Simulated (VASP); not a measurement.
A run of VASP 6.6.1 is set up as follows.

File INCAR:

```
  PREC = Accurate
  ENCUT = 520
  EDIFF = 1E-7
  ISMEAR = -1
  SIGMA = 0.05
  LREAL = False
  LASPH = True
  NELM = 100
  ALGO = Normal
  ISIF = 2
  LWAVE = False
  LCHARG = False
  GGA = CA
  NBANDS = 21
```

Contents of KPOINTS:

```
Automatic mesh
0
Gamma
  11 11 11
```

The input POSCAR:

```
Ge
1.0
   -2.4449470096      2.5967485709      1.4076133202
    2.4449470096     -2.5967485709      1.4076133202
    2.4449470096      2.5967485709     -1.4076133202
Ge
2
Direct
    0.3140570000      0.0640570000      0.2500000000
    0.6859430000      0.9359430000      0.7500000000
```

Potentials or basis: VASP PAW LDA potentials, release 64 (Ge_d).

The run is started by

```bash
$ cat potpaw_LDA.64/Ge_d/POTCAR > POTCAR
$ mpirun -np 1 vasp_std > vasp.out
```

(1) What does it give for the largest force?

(2) What does it give for the pressure?

## Answers

(1) 0.063 eV/Å.

(2) 0.4 GPa.
